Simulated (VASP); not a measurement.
# AgB2 (P1) in VASP: single point with PBE

Aim: the single point of AgB2 with PBE.

Everything below comes from runs of VASP 6.6.1. Logs are shortened: lines on timing, memory, paths and dates and some standing lists are left out, and cuts for length are marked.

### 1 The cell of the first run

The typed cell holds 3 atoms: a = 3.000 Å, b = 3.000 Å, c = 3.240 Å, α = 90.00°, β = 90.00°, γ = 120.00°.

### 2 Single point, PBE (atoms moved at random)

The input, INCAR:

```
SYSTEM = AgB2
ALGO = Normal
EDIFF = 1E-6
ENCUT = 520
GGA = PE
ISIF = 2
ISMEAR = -1
LASPH = .TRUE.
LCHARG = .TRUE.
LELF = .TRUE.
LREAL = .FALSE.
LVHAR = .TRUE.
LWAVE = .FALSE.
NBANDS = 16
NELM = 100
PREC = Accurate
SIGMA = 0.05
```

The input, KPOINTS:

```
k-points
0
G
  10 10 8
  0 0 0
```

The input, POSCAR:

```
AgB2
1.0
    3.0000000000      0.0000000000      0.0000000000
   -1.5000000000      2.5980762114      0.0000000000
    0.0000000000      0.0000000000      3.2400000000
Ag B
1 2
Direct
    0.0360410000      0.0305240000     -0.0081280000
    0.6563130000      0.3299070000      0.4948570000
    0.3154480000      0.6601750000      0.5095530000
```

Potentials or basis: VASP PAW PBE potentials, release 64 (Ag, B).

On the command line:

```sh
$ cat potpaw_PBE.64/Ag/POTCAR potpaw_PBE.64/B/POTCAR > POTCAR
$ mpirun -np 1 vasp_std > vasp.out
```

OUTCAR:

```text
SYSTEM = AgB2
   EDIFF = 1E-6
   ENCUT = 520
   GGA = PE
   ISIF = 2
   ISMEAR = -1
   LASPH = .TRUE.
   LREAL = .FALSE.
   NELM = 100
   PREC = Accurate

 ion  position               nearest neighbor table
   1  0.036  0.031  0.992-   3 2.26   2 2.28   2 2.29   3 2.30   3 2.35   3 2.38   2 2.39   2 2.40
                             2 2.43   3 2.44   2 2.44   3 2.51
   2  0.656  0.330  0.495-   3 1.71   3 1.74   3 1.74   1 2.28   1 2.29   1 2.39   1 2.40   1 2.43
                             1 2.44
   3  0.315  0.660  0.510-   2 1.71   2 1.74   2 1.74   1 2.26   1 2.30   1 2.35   1 2.38   1 2.44
                             1 2.51

  LATTYP: Found a hexagonal cell.
 ALAT       =     3.0000000000
 C/A-ratio  =     1.0800000000

  Lattice vectors:

 A1 = (   3.0000000000,   0.0000000000,   0.0000000000)
 A2 = (  -1.5000000000,   2.5980762114,   0.0000000000)
 A3 = (   0.0000000000,   0.0000000000,   3.2400000000)

Analysis of symmetry for initial positions (statically):
=====================================================================
 Subroutine PRICEL returns:
 Original cell was already a primitive cell.

 Routine SETGRP: Setting up the symmetry group for a
 hexagonal supercell.

 Subroutine GETGRP returns: Found  1 space group operations
 (whereof  1 operations were pure point group operations)
 out of a pool of 24 trial point group operations.

The static configuration has the point symmetry C_1 .

Analysis of symmetry for dynamics (positions and initial velocities):
=====================================================================
 Subroutine PRICEL returns:
 Original cell was already a primitive cell.

 Routine SETGRP: Setting up the symmetry group for a
 hexagonal supercell.

 Subroutine GETGRP returns: Found  1 space group operations
 (whereof  1 operations were pure point group operations)
 out of a pool of 24 trial point group operations.

The dynamic configuration has the point symmetry C_1 .

 Subroutine INISYM returns: Found  1 space group operations
 (whereof  1 operations are pure point group operations),
 and found     1 'primitive' translations

----------------------------------------------------------------------------------------

                                     Primitive cell

  volume of cell :      25.2533

  direct lattice vectors                    reciprocal lattice vectors
     3.000000000  0.000000000  0.000000000     0.333333333  0.192450090  0.000000000
    -1.500000000  2.598076211  0.000000000     0.000000000  0.384900179  0.000000000
     0.000000000  0.000000000  3.240000000     0.000000000  0.000000000  0.308641975

  length of vectors
     3.000000000  3.000000000  3.240000000     0.384900179  0.384900179  0.308641975

  position of ions in fractional coordinates (direct lattice)
     0.036041000  0.030524000  0.991872000
     0.656313000  0.329907000  0.494857000
     0.315448000  0.660175000  0.509553000

  ion indices of the primitive-cell ions
   primitive index   ion index
                 1           1
                 2           2
                 3           3

----------------------------------------------------------------------------------------

 KPOINTS: k-points

Automatic generation of k-mesh.
 Grid dimensions read from file:
 generate k-points for:   10   10    8

 Generating k-lattice:

  Cartesian coordinates                     Fractional coordinates (reciprocal lattice)
     0.033333333  0.019245009  0.000000000     0.100000000  0.000000000  0.000000000
     0.000000000  0.038490018  0.000000000     0.000000000  0.100000000  0.000000000
     0.000000000  0.000000000  0.038580247     0.000000000  0.000000000  0.125000000

  Length of vectors
     0.038490018  0.038490018  0.038580247

  Shift w.r.t. Gamma in fractional coordinates (k-lattice)
     0.000000000  0.000000000  0.000000000

 Subroutine IBZKPT returns following result:
 ===========================================

 Found    404 irreducible k-points:

 Following reciprocal coordinates:
            Coordinates               Weight
  0.000000  0.000000  0.000000      1.000000
  0.100000 -0.000000  0.000000      2.000000
  0.000000  0.100000  0.000000      2.000000
 -0.100000  0.100000  0.000000      2.000000
  0.200000 -0.000000  0.000000      2.000000
  0.000000  0.200000  0.000000      2.000000
[... 16 lines left out ...]
 -0.200000  0.300000  0.000000      2.000000
  0.100000  0.200000  0.000000      2.000000
 [... further k-points ...]
   k-points           NKPTS =    404   k-points in BZ     NKDIM =    404   number of bands    NBANDS=     16
   number of dos      NEDOS =    301   number of ions     NIONS =      3
   total plane-waves  NPLWV =  13824
   dimension x,y,z NGX =    24 NGY =   24 NGZ =   24
   dimension x,y,z NGXF=    48 NGYF=   48 NGZF=   48
   ions per type =               1   2
   NGX,Y,Z   is equivalent  to a cutoff of  13.30, 13.30, 12.31 a.u.
   NGXF,Y,Z  is equivalent  to a cutoff of  26.60, 26.60, 24.63 a.u.
 SYSTEM =  AgB2
   PREC   = accura    normal or accurate (medium, high low for compatibility)
   ISTART =      0    job   : 0-new  1-cont  2-samecut
   ICHARG =      2    charge: 1-file 2-atom 10-const
   ISPIN  =      1    spin polarized calculation?
   LNONCOLLINEAR =      F non collinear calculations
   LSORBIT =      F    spin-orbit coupling
   LASPH  =      T    aspherical Exc in radial PAW
   ENCUT  =  520.0 eV  38.22 Ry    6.18 a.u.   5.58  5.58  6.02*2*pi/ulx,y,z
   NELM   =    100;   NELMIN=  2; NELMDL= -5     # of ELM steps
   EDIFF  = 0.1E-05   stopping-criterion for ELM
   LREAL  =      F    real-space projection
   EDIFFG = 0.1E-04   stopping-criterion for IOM
   NSW    =      0    number of steps for IOM
   IBRION =     -1    ionic relax: 0-MD 1-quasi-New 2-CG
   NFREE  =      0    steps in history (QN), initial steepest desc. (CG)
   ISIF   =      2    stress and relaxation
   ISYM   =      2    0-nonsym 1-usesym 2-fastsym
   POTIM  = 0.5000    time-step for ionic-motion
   TEBEG  =    0.0;   TEEND  =   0.0 temperature during run
   PSTRESS=    0.0 pullay stress
   NELECT =      17.0000    total number of electrons
   NUPDOWN=      -1.0000    fix difference up-down
   EMIN   =  10.00;   EMAX   =-10.00  energy-range for DOS
   EFERMI =   0.00;   METHOD = LEGACY
   ISMEAR =    -1;   SIGMA  =   0.05  broadening in eV -4-tet -1-fermi 0-gaus
   EFERMI_NEDOS =   21; number of points for ismear=-14 and -15
   IALGO  =     38    algorithm
   IMIX   =      4    mixing-type and parameters
     AMIX     =   0.40;   BMIX     =  1.00
     AMIX_MAG =   1.60;   BMIX_MAG =  1.00
  volume/ion in A,a.u.               =       8.42        56.81
  Fermi-wavevector in a.u.,A,eV,Ry     =   1.434779  2.711340 28.008838  2.058591
  Thomas-Fermi vector in A             =   2.554150
   LORBIT       =      0    0 simple, 1 ext, 2 COOP (PROOUT), +10 PAW based schemes
   GGA     = PE    functional components
   LHFCALC =     F    Hartree Fock is set to
   AEXX    =    0.0000 exact exchange contribution
   IVDW    =     0    specifies the selected vdW correction
   LEPSILON=     F    determine dielectric tensor
   LRPA    =     F    only Hartree local field effects (RPA)
 non-spin polarized calculation
  energy-cutoff  :      520.00
  volume of cell :       25.25
 maximum number of plane-waves:       698
 NGX is ok and might be reduce to    24
   NGX = 11   NGY = 11   NGZ = 13

 number of electron      17.0000004 magnetization

 Free energy of the ion-electron system (eV)
  ---------------------------------------------------
  ext. energy  EPLUGINS =         0.00000000
  ---------------------------------------------------
  free energy    TOTEN  =       -13.21921119 eV

  energy without entropy =      -13.20863315  energy(sigma->0) =      -13.21392217

 E-fermi :  10.7665     XC(G=0): -13.2968

 val. band max:       10.7648559280   @ k =  -0.1000  -0.1000   0.3750
 cond. band min:      10.7672433436   @ k =  -0.1000   0.2000   0.3750
 fundamental gap:      0.0023874155
 Fermi energy:        10.7665359459

 k-point     1 :       0.0000    0.0000    0.0000
  band No.  band energies     occupation
      1      -3.6721      2.00000
      2       3.5288      2.00000
      3       4.0793      2.00000
      4       4.1000      2.00000
      5       5.5612      2.00000
      6       5.6106      2.00000
[... 8 lines left out ...]
     15      27.3154      0.00000
     16      29.7952      0.00000

 k-point     2 :       0.1000   -0.0000    0.0000
  band No.  band energies     occupation
      1      -3.4791      2.00000
      2       3.6059      2.00000
      3       3.9208      2.00000
      4       4.2284      2.00000
      5       5.0998      2.00000
      6       5.5795      2.00000
[... 8 lines left out ...]
     15      27.7315      0.00000
     16      29.9389      0.00000

 k-point     3 :       0.0000    0.1000    0.0000
  band No.  band energies     occupation
      1      -3.4783      2.00000
      2       3.6068      2.00000
      3       3.9305      2.00000
      4       4.2168      2.00000
      5       5.0868      2.00000
      6       5.5846      2.00000
[... 8 lines left out ...]
     15      27.7253      0.00000
     16      29.7455      0.00000

 k-point     4 :      -0.1000    0.1000    0.0000
  band No.  band energies     occupation
      1      -3.4781      2.00000
      2       3.6073      2.00000
      3       3.9290      2.00000
      4       4.2167      2.00000
      5       5.0873      2.00000
      6       5.5792      2.00000
[... 8 lines left out ...]
     15      27.7298      0.00000
     16      29.6415      0.00000
[... 324 lines left out ...]
 k-point    22 :      -0.3000    0.2000    0.0000
  band No.  band energies     occupation
      1      -2.3619      2.00000
      2       3.1121      2.00000
      3       3.8186      2.00000
      4       4.0713      2.00000
      5       4.9063      2.00000
      6       5.3649      2.00000
[... 8 lines left out ...]
     15      27.6849      0.00000
     16      28.0372      0.00000

 k-point    23 :      -0.2000    0.3000    0.0000
  band No.  band energies     occupation
      1      -2.3586      2.00000
      2       3.1193      2.00000
      3       3.8245      2.00000
      4       4.0478      2.00000
      5       4.8867      2.00000
      6       5.3716      2.00000
[... 8 lines left out ...]
     15      27.6171      0.00000
     16      27.9383      0.00000

 k-point    24 :       0.1000    0.2000    0.0000
  band No.  band energies     occupation
      1      -2.3637      2.00000
      2       3.1108      2.00000
      3       3.8279      2.00000
      4       4.0770      2.00000
      5       4.9122      2.00000
      6       5.3710      2.00000
[... 8 lines left out ...]
     15      27.6968      0.00000
     16      28.0906      0.00000

 [... further k-points ...]

------------------------ aborting loop because EDIFF is reached ----------------------------------------

  FORCE on cell =-STRESS in cart. coord.  units (eV):
  Direction    XX          YY          ZZ          XY          YZ          ZX
  --------------------------------------------------------------------------------------
  -------------------------------------------------------------------------------------
  Total        6.8743833      6.7249584     12.4166388      0.2148306     -0.1038418     -0.0897566
  in kB      436.1402545    426.6601003    787.7646305     13.6297723     -6.5881698     -5.6945400
  external PRESSURE =     550.1883285 kB  Pullay stress =       0.0000000 kB

 VOLUME and BASIS-vectors are now :
 -----------------------------------------------------------------------------
  energy-cutoff  :      520.00
  volume of cell :       25.25
      direct lattice vectors                 reciprocal lattice vectors
     3.000000000  0.000000000  0.000000000     0.333333333  0.192450090  0.000000000
    -1.500000000  2.598076211  0.000000000     0.000000000  0.384900179  0.000000000
     0.000000000  0.000000000  3.240000000     0.000000000  0.000000000  0.308641975

 POSITION                                       TOTAL-FORCE (eV/Angst)
 -----------------------------------------------------------------------------------
      0.06234      0.07930      3.21367        -0.219970     -0.226152      0.631236
      1.47408      0.85712      1.60334         0.213173      0.118974      0.094220
     -0.04392      1.71518      1.65095         0.006797      0.107178     -0.725456
 -----------------------------------------------------------------------------------
    total drift:                                0.000330      0.000272     -0.000294

  FREE ENERGIE OF THE ION-ELECTRON SYSTEM (eV)
  ---------------------------------------------------
  free  energy   TOTEN  =       -13.2192111915 eV

  energy  without entropy=      -13.2086331458  energy(sigma->0) =      -13.21392217
```

Wall time 66 s (1 thread of Intel Xeon Platinum 8375C at 2.90GHz (Ice Lake), shared host); peak memory 0.27 GiB.

What came out:

| Item | Value |
| --- | --- |
| Free energy | -13.2192 eV |
| Pressure | 55.0 GPa |
| Largest force | 0.733 eV/Å |

Forces in eV/Å, atoms in the order of the input:
```
Ag  -0.220 -0.226  0.631
B    0.213  0.119  0.094
B    0.007  0.107 -0.725
```

Caveat: the cell differs from its parent crystal (atoms moved at random).
